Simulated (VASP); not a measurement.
# Ag12H3C in VASP: notebook

The runs below take Ag12H3C through single point, with PBEsol.

Program: VASP 6.6.1. These are calculated values, not measurements. Logs are shortened: lines on timing, memory, paths and dates and some standing lists are left out, and cuts for length are marked.

## Step 1: The cell of the first run

The cell holds a slab with vacuum, 16 atoms: a = 5.784 Å, b = 5.784 Å, c = 18.723 Å, α = 90.00°, β = 90.00°, γ = 60.00°.

## Step 2: Single point, PBEsol

INCAR

```
SYSTEM = Ag12H3C
ALGO = Normal
EDIFF = 1E-6
ENCUT = 520
GGA = PS
ISIF = 2
ISMEAR = -1
LASPH = .True.
LCHARG = .False.
LREAL = Auto
LWAVE = .False.
NBANDS = 84
NELM = 60
PREC = Accurate
SIGMA = 0.1
```

KPOINTS

```
k-points
0
Gamma
  3 3 1
  0 0 0
```

POSCAR

```
Ag12H3C
1.0
    5.7841330000      0.0000000000      0.0000000000
    2.8920670000      5.0092070000      0.0000000000
    0.0000000000      0.0000000000     18.7227250000
Ag C H
12 1 3
Direct
    0.1666576930      0.1666730882      0.0534110286
    0.6666634847      0.1666730882      0.0534110286
    0.1666695393      0.6666723895      0.0534110286
    0.6666580424      0.6666723895      0.0534110286
   -0.1670921531      0.3336655882      0.1798990265
    0.3331428319      0.3342445221      0.1788948991
   -0.1660832453      0.8328463966      0.1794717382
    0.3333833983      0.8325070216      0.1794610560
    0.0002695038     -0.0005390075      0.3025948413
    0.4997275476      0.0007985296      0.3026215468
    0.0018690417      0.5000192645      0.3041117145
    0.4976351920      0.4998196321      0.3053508504
    0.3595398303      0.4802356940      0.4310697294
    0.4719217894      0.2908444390      0.4599277082
    0.4291542733      0.5981585508      0.4604671596
    0.1644074634      0.5568146814      0.4568405507
```

Potentials or basis: VASP PAW PBE potentials, release 64 (Ag, C, H).

On the command line:

```console
> cat potpaw_PBE.64/Ag/POTCAR potpaw_PBE.64/C/POTCAR potpaw_PBE.64/H/POTCAR > POTCAR
> mpirun -np 1 vasp_std > vasp.out
```

OUTCAR:

```text
SYSTEM = Ag12H3C
   EDIFF = 1E-6
   ENCUT = 520
   GGA = PS
   ISIF = 2
   ISMEAR = -1
   LASPH = .True.
   LREAL = Auto
   NELM = 60
   PREC = Accurate

 ion  position               nearest neighbor table
   1  0.167  0.167  0.053-   6 2.88   2 2.89   3 2.89   4 2.89   4 2.89   3 2.89   2 2.89   8 2.89
                             5 2.90
   2  0.667  0.167  0.053-   6 2.88   1 2.89   3 2.89   4 2.89   3 2.89   4 2.89   1 2.89   7 2.89
                             5 2.90
   3  0.167  0.667  0.053-   6 2.88   8 2.89   7 2.89   4 2.89   1 2.89   2 2.89   2 2.89   1 2.89
                             4 2.89
   4  0.667  0.667  0.053-   8 2.89   7 2.89   3 2.89   2 2.89   1 2.89   1 2.89   2 2.89   3 2.89
                             5 2.90
   5  0.833  0.334  0.180-   9 2.84  11 2.87   8 2.89  12 2.89   6 2.89   7 2.89   7 2.89   6 2.90
                             4 2.90   8 2.90   2 2.90   1 2.90
   6  0.333  0.334  0.179-  10 2.86  11 2.87   3 2.88   8 2.88   2 2.88   1 2.88   7 2.89  12 2.89
                             5 2.89   5 2.90   7 2.90   8 2.90
   7  0.834  0.833  0.179-   9 2.85  10 2.85  11 2.87   6 2.89   8 2.89   3 2.89   5 2.89   4 2.89
                             2 2.89   5 2.89   8 2.90   6 2.90
   8  0.333  0.833  0.179-   9 2.85  10 2.85   6 2.88  12 2.89   5 2.89   7 2.89   3 2.89   4 2.89
                             1 2.89   7 2.90   5 2.90   6 2.90
   9  0.000  0.999  0.303-   5 2.84   7 2.85   8 2.85  12 2.88  11 2.88  10 2.89  10 2.89  11 2.90
                            12 2.90
  10  0.500  0.001  0.303-   7 2.85   8 2.85   6 2.86  12 2.88  11 2.88   9 2.89   9 2.89  11 2.90
                            12 2.90
  11  0.002  0.500  0.304-  12 2.87   7 2.87   5 2.87   6 2.87  10 2.88   9 2.88   9 2.90  10 2.90
                            12 2.92
  12  0.498  0.500  0.305-  13 2.51  11 2.87  10 2.88   9 2.88   8 2.89   5 2.89   6 2.89   9 2.90
                            10 2.90  11 2.92
  13  0.360  0.480  0.431-  14 1.10  16 1.10  15 1.10  12 2.51
  14  0.472  0.291  0.460-  13 1.10
  15  0.429  0.598  0.460-  13 1.10
  16  0.164  0.557  0.457-  13 1.10

  LATTYP: Found a hexagonal cell.
 ALAT       =     5.7841340148
 C/A-ratio  =     3.2369106511

  Lattice vectors:

 A1 = (  -2.8920670000,  -5.0092070000,   0.0000000000)
 A2 = (   5.7841330000,   0.0000000000,   0.0000000000)
 A3 = (   0.0000000000,   0.0000000000,  18.7227250000)

Analysis of symmetry for initial positions (statically):
=====================================================================
 Subroutine PRICEL returns:
 Original cell was already a primitive cell.

 Routine SETGRP: Setting up the symmetry group for a
 hexagonal supercell.

 Subroutine GETGRP returns: Found  1 space group operations
 (whereof  1 operations were pure point group operations)
 out of a pool of 24 trial point group operations.

The static configuration has the point symmetry C_1 .

Analysis of symmetry for dynamics (positions and initial velocities):
=====================================================================
 Subroutine PRICEL returns:
 Original cell was already a primitive cell.

 Routine SETGRP: Setting up the symmetry group for a
 hexagonal supercell.

 Subroutine GETGRP returns: Found  1 space group operations
 (whereof  1 operations were pure point group operations)
 out of a pool of 24 trial point group operations.

The dynamic configuration has the point symmetry C_1 .

 Subroutine INISYM returns: Found  1 space group operations
 (whereof  1 operations are pure point group operations),
 and found     1 'primitive' translations

----------------------------------------------------------------------------------------

                                     Primitive cell

  volume of cell :     542.4707

  direct lattice vectors                    reciprocal lattice vectors
     5.784133000  0.000000000  0.000000000     0.172886758 -0.099816216  0.000000000
     2.892067000  5.009207000  0.000000000     0.000000000  0.199632397  0.000000000
     0.000000000  0.000000000 18.722725000     0.000000000  0.000000000  0.053411029

  length of vectors
     5.784133000  5.784134015 18.722725000     0.199632432  0.199632397  0.053411029

  position of ions in fractional coordinates (direct lattice)
     0.166657693  0.166673088  0.053411029
     0.666663485  0.166673088  0.053411029
     0.166669539  0.666672390  0.053411029
     0.666658042  0.666672390  0.053411029
     0.832907847  0.333665588  0.179899027
     0.333142832  0.334244522  0.178894899
[... 8 lines left out ...]
     0.429154273  0.598158551  0.460467160
     0.164407463  0.556814681  0.456840551

  ion indices of the primitive-cell ions
   primitive index   ion index
                 1           1
                 2           2
                 3           3
                 4           4
                 5           5
                 6           6
[... 8 lines left out ...]
                15          15
                16          16

----------------------------------------------------------------------------------------

 KPOINTS: k-points

Automatic generation of k-mesh.
 Grid dimensions read from file:
 generate k-points for:    3    3    1

 Generating k-lattice:

  Cartesian coordinates                     Fractional coordinates (reciprocal lattice)
     0.057628919 -0.033272072  0.000000000     0.333333333  0.000000000  0.000000000
     0.000000000  0.066544132  0.000000000     0.000000000  0.333333333  0.000000000
     0.000000000  0.000000000  0.053411029     0.000000000  0.000000000  1.000000000

  Length of vectors
     0.066544144  0.066544132  0.053411029

  Shift w.r.t. Gamma in fractional coordinates (k-lattice)
     0.000000000  0.000000000  0.000000000

 Subroutine IBZKPT returns following result:
 ===========================================

 Found      5 irreducible k-points:

 Following reciprocal coordinates:
            Coordinates               Weight
  0.000000  0.000000  0.000000      1.000000
  0.333333  0.000000  0.000000      2.000000
  0.333333  0.333333  0.000000      2.000000
  0.000000  0.333333  0.000000      2.000000
 -0.333333  0.333333  0.000000      2.000000
   k-points           NKPTS =      5   k-points in BZ     NKDIM =      5   number of bands    NBANDS=     84
   number of dos      NEDOS =    301   number of ions     NIONS =     16
   total plane-waves  NPLWV = 322560
   dimension x,y,z NGX =    48 NGY =   48 NGZ =  140
   dimension x,y,z NGXF=    96 NGYF=   96 NGZF=  280
   ions per type =              12   1   3
   NGX,Y,Z   is equivalent  to a cutoff of  13.80, 13.80, 12.43 a.u.
   NGXF,Y,Z  is equivalent  to a cutoff of  27.59, 27.59, 24.86 a.u.
 SYSTEM =  Ag12H3C
   PREC   = accura    normal or accurate (medium, high low for compatibility)
   ISTART =      0    job   : 0-new  1-cont  2-samecut
   ICHARG =      2    charge: 1-file 2-atom 10-const
   ISPIN  =      1    spin polarized calculation?
   LNONCOLLINEAR =      F non collinear calculations
   LSORBIT =      F    spin-orbit coupling
   LASPH  =      T    aspherical Exc in radial PAW
   ENCUT  =  520.0 eV  38.22 Ry    6.18 a.u.  10.75 10.75 34.81*2*pi/ulx,y,z
   NELM   =     60;   NELMIN=  2; NELMDL= -5     # of ELM steps
   EDIFF  = 0.1E-05   stopping-criterion for ELM
   LREAL  =      T    real-space projection
   EDIFFG = 0.1E-04   stopping-criterion for IOM
   NSW    =      0    number of steps for IOM
   IBRION =     -1    ionic relax: 0-MD 1-quasi-New 2-CG
   NFREE  =      0    steps in history (QN), initial steepest desc. (CG)
   ISIF   =      2    stress and relaxation
   ISYM   =      2    0-nonsym 1-usesym 2-fastsym
   POTIM  = 0.5000    time-step for ionic-motion
   TEBEG  =    0.0;   TEEND  =   0.0 temperature during run
   PSTRESS=    0.0 pullay stress
   NELECT =     139.0000    total number of electrons
   NUPDOWN=      -1.0000    fix difference up-down
   EMIN   =  10.00;   EMAX   =-10.00  energy-range for DOS
   EFERMI =   0.00;   METHOD = LEGACY
   ISMEAR =    -1;   SIGMA  =   0.10  broadening in eV -4-tet -1-fermi 0-gaus
   EFERMI_NEDOS =   21; number of points for ismear=-14 and -15
   IALGO  =     38    algorithm
   IMIX   =      4    mixing-type and parameters
     AMIX     =   0.40;   BMIX     =  1.00
     AMIX_MAG =   1.60;   BMIX_MAG =  1.00
  volume/ion in A,a.u.               =      33.90       228.80
  Fermi-wavevector in a.u.,A,eV,Ry     =   1.039811  1.964958 14.710708  1.081207
  Thomas-Fermi vector in A             =   2.174358
   LORBIT       =      0    0 simple, 1 ext, 2 COOP (PROOUT), +10 PAW based schemes
   GGA     = PS    functional components
   LHFCALC =     F    Hartree Fock is set to
   AEXX    =    0.0000 exact exchange contribution
   IVDW    =     0    specifies the selected vdW correction
   LEPSILON=     F    determine dielectric tensor
   LRPA    =     F    only Hartree local field effects (RPA)
 non-spin polarized calculation
  energy-cutoff  :      520.00
  volume of cell :      542.47
 maximum number of plane-waves:     14637
 NGX is ok and might be reduce to    48
   NGX = 21   NGY = 21   NGZ = 69

 number of electron     138.9999989 magnetization

 Free energy of the ion-electron system (eV)
  ---------------------------------------------------
  ext. energy  EPLUGINS =         0.00000000
  ---------------------------------------------------
  free energy    TOTEN  =       -54.52972939 eV

  energy without entropy =      -54.34198606  energy(sigma->0) =      -54.43585772

 E-fermi :   0.4961     XC(G=0):  -6.0105

 val. band max:        0.3738193996   @ k =   0.3333   0.3333   0.0000
 cond. band min:       0.7064741735   @ k =   0.3333   0.3333   0.0000
 fundamental gap:      0.3326547739
 Fermi energy:         0.4961194331

 k-point     1 :       0.0000    0.0000    0.0000
  band No.  band energies     occupation
      1     -11.3829      2.00000
      2      -6.7100      2.00000
      3      -5.6952      2.00000
      4      -5.6419      2.00000
      5      -5.6377      2.00000
      6      -5.6360      2.00000
[... 409 lines left out ...]
     80       5.2003      0.00000
     81       5.8409      0.00000
 [bands above 81 left out]

------------------------ aborting loop because EDIFF is reached ----------------------------------------

  FORCE on cell =-STRESS in cart. coord.  units (eV):
  Direction    XX          YY          ZZ          XY          YZ          ZX
  --------------------------------------------------------------------------------------
  -------------------------------------------------------------------------------------
  Total       -5.9178761     -5.2315359     -8.3371891     -0.0673592      0.0180538      0.5652061
  in kB      -17.4783385    -15.4512452    -24.6237349     -0.1989442      0.0533215      1.6693257
  external PRESSURE =     -19.1844395 kB  Pullay stress =       0.0000000 kB

 VOLUME and BASIS-vectors are now :
 -----------------------------------------------------------------------------
  energy-cutoff  :      520.00
  volume of cell :      542.47
      direct lattice vectors                 reciprocal lattice vectors
     5.784133000  0.000000000  0.000000000     0.172886758 -0.099816216  0.000000000
     2.892067000  5.009207000  0.000000000     0.000000000  0.199632397  0.000000000
     0.000000000  0.000000000 18.722725000     0.000000000  0.000000000  0.053411029

 POSITION                                       TOTAL-FORCE (eV/Angst)
 -----------------------------------------------------------------------------------
      1.44600      0.83490      1.00000         0.006251      0.009847      0.212460
      4.33810      0.83490      1.00000        -0.015248      0.032169      0.212569
      2.89210      3.33950      1.00000         0.022350     -0.035587      0.254762
      5.78410      3.33950      1.00000        -0.012646     -0.005475      0.144930
      5.78263      1.67140      3.36820        -0.055442      0.048590      0.090353
      2.89360      1.67430      3.34940         0.044824      0.033916     -0.143445
[... 8 lines left out ...]
      4.21220      2.99630      8.62120         0.633084      0.486565     -0.599663
      2.56130      2.78920      8.55330        -0.731297      0.306888     -0.729930
 -----------------------------------------------------------------------------------
    total drift:                                0.001260     -0.000099     -0.003261

  FREE ENERGIE OF THE ION-ELECTRON SYSTEM (eV)
  ---------------------------------------------------
  free  energy   TOTEN  =       -54.5297293908 eV

  energy  without entropy=      -54.3419860560  energy(sigma->0) =      -54.43585772
```

Wall time 8.2 min (1 thread of Intel Xeon 6975P-C (Granite Rapids), shared host); peak memory 0.7 GiB.

What came out:

- Free energy: -54.5297 eV
- Largest force: 1.078 eV/Å
- Band gap on the k mesh: zero (an odd number of electrons rules out a gap without spin polarisation)

Forces in eV/Å, atoms in the order of the input:
```
Ag   0.006  0.010  0.212
Ag  -0.015  0.032  0.213
Ag   0.022 -0.036  0.255
Ag  -0.013 -0.005  0.145
Ag  -0.055  0.049  0.090
Ag   0.045  0.034 -0.143
Ag  -0.001 -0.012 -0.028
Ag   0.002 -0.072 -0.027
Ag   0.009  0.020 -0.123
Ag   0.028  0.007 -0.132
Ag   0.088  0.005  0.012
Ag  -0.332 -0.047  1.009
C    0.213  0.027  0.514
H    0.101 -0.806 -0.667
H    0.633  0.487 -0.600
H   -0.731  0.307 -0.730
```

Caveat: the k points lie up to 0.42 Å⁻¹ apart, too coarse for converged energies and pressures of a metal; there is no dipole correction, which matters where the two faces differ; the PAW data sets were made with another functional, which shifts forces and pressure a little.

(Continued in part 2 of 2.)

The gap in the log of VASP goes by the Fermi energy; the results here count the filled bands.